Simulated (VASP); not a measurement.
# Y (a cell with a defect): relaxation of the atoms with LDA

Y (a cell with a defect):

```
Y
1.0
    -3.65000   -6.32198    0.00000
     5.47500   -3.16099    0.00000
     0.00000    0.00000   11.46830
Y
17
Direct
  0.75000 0.50000 0.00000
  0.50000 0.33333 0.25000
  0.75000 0.50000 0.50000
  0.50000 0.33333 0.75000
  0.50000 0.00000 0.00000
  0.25000 0.83333 0.25000
  0.50000 0.00000 0.50000
  0.25000 0.83333 0.75000
  0.25000 0.50000 0.00000
  0.00000 0.33333 0.25000
  0.25000 0.50000 0.50000
  0.00000 0.33333 0.75000
  0.00000 0.00000 0.00000
  0.75000 0.83333 0.25000
  0.00000 0.00000 0.50000
  0.75000 0.83333 0.75000
  0.49899 0.65573 0.12410
```

```json
{
  "Program": "VASP 6.6.1",
  "Task": "relaxation of the atoms",
  "Functional": "LDA",
  "Potentials or basis": "VASP PAW LDA potentials, release 64 (Y_sv)",
  "Cutoff": "450 eV",
  "k mesh": "2 × 2 × 1",
  "Occupations": "fermi-dirac, width 0.1 eV",
  "Spin": "no spin polarisation",
  "Dipole correction": "no",
  "Further INCAR settings": "ALGO = Normal; EDIFF = 1e-07; IBRION = 2; EDIFFG = -0.08; NSW = 45"
}
```

```
Energy gained by relaxing    : 155.1 meV/atom
Ionic steps                  : 12
Pressure after relaxing      : -1.8 GPa
Largest force after relaxing : 0.057 eV/Å
```

Forces in eV/Å, atoms in the order of the input:
```
Y   -0.001 -0.001 -0.027
Y    0.013 -0.007 -0.004
Y   -0.011 -0.012  0.022
Y   -0.006  0.003 -0.034
Y   -0.011  0.007 -0.002
Y   -0.005  0.002  0.033
Y    0.006 -0.004  0.023
Y    0.012  0.005 -0.028
Y    0.000  0.001 -0.027
Y    0.024 -0.013  0.025
Y    0.005  0.016  0.022
Y    0.039 -0.023 -0.014
Y   -0.014  0.008 -0.007
Y   -0.005  0.003  0.033
Y   -0.037  0.021  0.038
Y    0.002 -0.013 -0.027
Y   -0.011  0.006 -0.026
```

Stress tensor (GPa, compression positive):
```
-1.50 -0.22 -0.15
-0.22 -1.76  0.09
-0.15  0.09 -2.18
```

The path:
```
step  energy change (eV)  largest force (eV/Å)  pressure (GPa)
   1              0.0000                2.4748           -0.60
   2             -1.3448                1.6203           -1.22
   3             -2.3211                0.7773           -1.55
   4             -2.3868                0.5821           -1.59
   5             -2.4683                0.4102           -1.64
   6             -2.5550                0.2210           -1.70
   7             -2.5559                0.1823           -1.70
   8             -2.5819                0.1528           -1.72
   9             -2.6035                0.1716           -1.76
  10             -2.6219                0.0991           -1.79
  11             -2.6291                0.1121           -1.81
  12             -2.6372                0.0568           -1.81
```

Final structure:
```
Y
1.0
    -3.65000   -6.32198    0.00000
     5.47500   -3.16099    0.00000
     0.00000    0.00000   11.46830
Y
17
Direct
  0.78732 0.47612 0.97319
  0.50022 0.26441 0.26606
  0.75045 0.49959 0.49778
  0.49990 0.34195 0.74357
  0.50009 0.07084 0.98926
  0.21389 0.85582 0.27495
  0.49990 0.99068 0.50811
  0.24972 0.83348 0.75333
  0.21238 0.47593 0.97299
  0.00018 0.35076 0.23623
  0.24960 0.49950 0.49771
  0.99983 0.30841 0.74113
  0.00010 0.98007 0.01193
  0.78588 0.85554 0.27476
  0.99981 0.02308 0.50629
  0.75030 0.83340 0.75328
  0.49942 0.66281 0.12353
```

Levels at points of the mesh, in eV from the Fermi level:
| k point | band 89 | band 90 | band 91 | band 92 | band 93 | band 94 | band 95 | band 96 | band 97 | band 98 |
| --- | --- | --- | --- | --- | --- | --- | --- | --- | --- | --- |
| (0.00, 0.00, 0.00) | -0.34 | -0.29 | -0.17 | -0.10 | -0.04 | -0.03 | 0.09 | 0.11 | 0.17 | 0.33 |
| (0.50, 0.00, 0.00) | -0.35 | -0.25 | -0.15 | -0.04 | -0.02 | 0.00 | 0.06 | 0.12 | 0.18 | 0.25 |
| (0.00, 0.50, 0.00) | -0.42 | -0.18 | -0.15 | -0.12 | 0.02 | 0.03 | 0.04 | 0.15 | 0.18 | 0.35 |
| (0.50, 0.50, 0.00) | -0.34 | -0.31 | -0.14 | -0.13 | -0.11 | -0.11 | 0.03 | 0.03 | 0.08 | 0.23 |

It took 13 min on 4 MPI ranks on Intel(R) Xeon(R) 6975P-C (Granite Rapids), on a shared host, peak memory 0.21 GiB a rank.

Caveat: the k points lie up to 0.55 Å⁻¹ apart; the relaxation stopped at a loose force limit of 0.08 eV/Å, so its end isn't a converged minimum.
